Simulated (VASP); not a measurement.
# RbZn4S3 (P4/mmm) in VASP: further runs, part 2 of 2

VASP 6.6.1. Earlier steps stand in the parts before.

## (3) Single point, r2SCAN

Contents of POSCAR:

```
RbZn4S3
1.0
    4.1784300000      0.0000000000      0.0000000000
    0.0000000000      4.1784300000      0.0000000000
    0.0000000000      0.0000000000     10.5681460000
Rb S Zn
1 3 4
Direct
    0.0000000000      0.0000000000      0.5000000000
    0.5000000000      0.5000000000      0.2777100000
    0.5000000000      0.5000000000      0.7222900000
    0.0000000000      0.0000000000      0.0000000000
    0.0000000000      0.5000000000      0.1533900000
    0.5000000000      0.0000000000      0.1533900000
    0.0000000000      0.5000000000      0.8466100000
    0.5000000000      0.0000000000      0.8466100000
```

Contents of INCAR.step1:

```
PREC = Accurate ; ENCUT = 520
ISMEAR = -5 ; SIGMA = 0.1
LREAL = F ; LASPH = T
NELM = 100 ; NBANDS = 48
GGA = PE ; ALGO = Normal
EDIFF = 1E-4 ; LWAVE = T
LCHARG = F
```

Contents of INCAR.step2:

```
PREC = Accurate ; ENCUT = 520
EDIFF = 1E-7 ; ISMEAR = -5
SIGMA = 0.1 ; LREAL = F
LASPH = T ; NELM = 100
ALGO = Normal ; ISIF = 2
LWAVE = F ; LCHARG = F
METAGGA = R2SCAN ; LMIXTAU = T
NBANDS = 48 ; ISTART = 1
```

Contents of KPOINTS:

```
Automatic mesh
0
Gamma
  4 4 2
```

Potentials or basis: VASP PAW PBE potentials, release 64 (Rb_sv, S, Zn).

Started as:

```sh
$ cat potpaw_PBE.64/Rb_sv/POTCAR potpaw_PBE.64/S/POTCAR potpaw_PBE.64/Zn/POTCAR > POTCAR
$ cp INCAR.step1 INCAR
$ mpirun -np 1 vasp_std > vasp.out
$ cp INCAR.step2 INCAR
$ mpirun -np 1 vasp_std > vasp.out
```

OUTCAR:

```text
PREC = Accurate
   ENCUT = 520
   EDIFF = 1E-7
   ISMEAR = -5
   LREAL = F
   LASPH = T
   NELM = 100
   ISIF = 2
   METAGGA = R2SCAN
   ISTART = 1

 ion  position               nearest neighbor table
   1  0.000  0.000  0.500-   2 3.77   3 3.77   2 3.77   3 3.77   2 3.77   3 3.77   2 3.77   3 3.77
                             5 4.22   7 4.22   7 4.22   8 4.22   6 4.22   8 4.22   5 4.22   6 4.22
   2  0.500  0.500  0.278-   5 2.47   6 2.47   6 2.47   5 2.47   1 3.77   1 3.77   1 3.77   1 3.77

   3  0.500  0.500  0.722-   7 2.47   8 2.47   8 2.47   7 2.47   1 3.77   1 3.77   1 3.77   1 3.77

   4  0.000  0.000  0.000-   5 2.64   6 2.64   7 2.64   8 2.64   5 2.64   7 2.64   6 2.64   8 2.64

   5  0.000  0.500  0.153-   2 2.47   2 2.47   4 2.64   4 2.64   6 2.95   6 2.95   6 2.95   6 2.95
                             1 4.22   1 4.22
   6  0.500  0.000  0.153-   2 2.47   2 2.47   4 2.64   4 2.64   5 2.95   5 2.95   5 2.95   5 2.95
                             1 4.22   1 4.22
   7  0.000  0.500  0.847-   3 2.47   3 2.47   4 2.64   4 2.64   8 2.95   8 2.95   8 2.95   8 2.95
                             1 4.22   1 4.22
[... 197 lines left out ...]
  band No.  band energies     occupation
      1     -26.3458      2.00000
      2     -12.1924      2.00000
      3     -11.6456      2.00000
      4     -11.3330      2.00000
      5      -9.7927      2.00000
      6      -9.7896      2.00000
[... 601 lines left out ...]
     47       9.0011      0.00000
     48       9.0011      0.00000

------------------------ aborting loop because EDIFF is reached ----------------------------------------

  FORCE on cell =-STRESS in cart. coord.  units (eV):
  Direction    XX          YY          ZZ          XY          YZ          ZX
  --------------------------------------------------------------------------------------
  -------------------------------------------------------------------------------------
  Total        0.9512906      0.9512906     -1.7807785      0.0000000      0.0000000      0.0000000
  in kB        8.2603550      8.2603550    -15.4630590      0.0000000      0.0000000      0.0000000
  external PRESSURE =       0.3525503 kB  Pullay stress =       0.0000000 kB

 VOLUME and BASIS-vectors are now :
 -----------------------------------------------------------------------------
  energy-cutoff  :      520.00
  volume of cell :      184.51
      direct lattice vectors                 reciprocal lattice vectors
     4.178430000  0.000000000  0.000000000     0.239324340  0.000000000  0.000000000
     0.000000000  4.178430000  0.000000000     0.000000000  0.239324340  0.000000000
     0.000000000  0.000000000 10.568146000     0.000000000  0.000000000  0.094623977

 POSITION                                       TOTAL-FORCE (eV/Angst)
 -----------------------------------------------------------------------------------
      0.00000      0.00000      5.28407        -0.000000      0.000000      0.000000
      2.08921      2.08921      2.93488        -0.000000      0.000000      0.339651
      2.08921      2.08921      7.63327        -0.000000     -0.000000     -0.339651
      0.00000      0.00000      0.00000        -0.000000      0.000000      0.000000
      0.00000      2.08921      1.62105        -0.000000      0.000000     -0.108182
      2.08921      0.00000      1.62105        -0.000000     -0.000000     -0.108182
      0.00000      2.08921      8.94710         0.000000      0.000000      0.108182
      2.08921      0.00000      8.94710        -0.000000     -0.000000      0.108182
 -----------------------------------------------------------------------------------
    total drift:                                0.000000      0.000000      0.000000

  FREE ENERGIE OF THE ION-ELECTRON SYSTEM (eV)
  ---------------------------------------------------
  free  energy   TOTEN  =       -75.7778139647 eV

  energy  without entropy=      -75.7778139647  energy(sigma->0) =      -75.77781396
```

OUTCAR.step1:

```text
PREC = Accurate
   ENCUT = 520
   ISMEAR = -5
   LREAL = F
   LASPH = T
[... 852 lines left out ...]
      0.00000      2.08921      1.62105         0.000000     -0.000000     -0.102227
      2.08921      0.00000      1.62105         0.000000     -0.000000     -0.102227
      0.00000      2.08921      8.94710        -0.000000     -0.000000      0.102227
      2.08921      0.00000      8.94710        -0.000000      0.000000      0.102227
 -----------------------------------------------------------------------------------
    total drift:                                0.000000      0.000000      0.000000

  FREE ENERGIE OF THE ION-ELECTRON SYSTEM (eV)
  ---------------------------------------------------
  free  energy   TOTEN  =       -19.6046660357 eV

  energy  without entropy=      -19.6046660357  energy(sigma->0) =      -19.60466604
```

It took 8.6 min on 1 thread of Oxide Virtual Turin-like, shared host; peak memory 0.32 GiB.

Results:

* Free energy: -75.7778 eV
* Pressure: 0.0 GPa
* Largest force: 0.340 eV/Å

Forces in eV/Å, atoms in the order of the input:
```
Rb   0.000  0.000  0.000
S    0.000  0.000  0.340
S    0.000  0.000 -0.340
S    0.000  0.000  0.000
Zn   0.000  0.000 -0.108
Zn   0.000  0.000 -0.108
Zn   0.000  0.000  0.108
Zn   0.000  0.000  0.108
```

Levels at points of the mesh, in eV from the Fermi level:
```
           k point  band 34  band 35  band 36  band 37  band 38  band 39  band 40  band 41  band 42  band 43
(0.00, 0.00, 0.00)    -3.48    -3.43    -3.43    -1.79    -0.93    -0.05     0.43     0.53     1.91     2.24
(0.50, 0.00, 0.00)    -4.08    -3.98    -3.89    -0.98    -0.65     0.82     1.91     2.49     2.61     2.75
(0.50, 0.50, 0.00)    -5.25    -5.25    -4.77    -0.63    -0.02    -0.02     0.82     1.88     2.60     2.60
(0.00, 0.00, 0.50)    -3.87    -3.44    -3.44    -1.15    -0.92    -0.18     0.14     0.39     1.87     2.50
(0.50, 0.00, 0.50)    -3.95    -3.93    -3.92    -0.80    -0.69     0.69     1.47     2.31     2.71     3.06
(0.50, 0.50, 0.50)    -5.30    -5.04    -5.02    -0.42     0.04     0.04     1.28     1.34     2.48     2.48
```

Caveat: the k points lie up to 0.38 Å⁻¹ apart; the PAW data sets were made with another functional, which shifts forces and pressure a little; tetrahedron occupations give inexact forces and stress in metals.
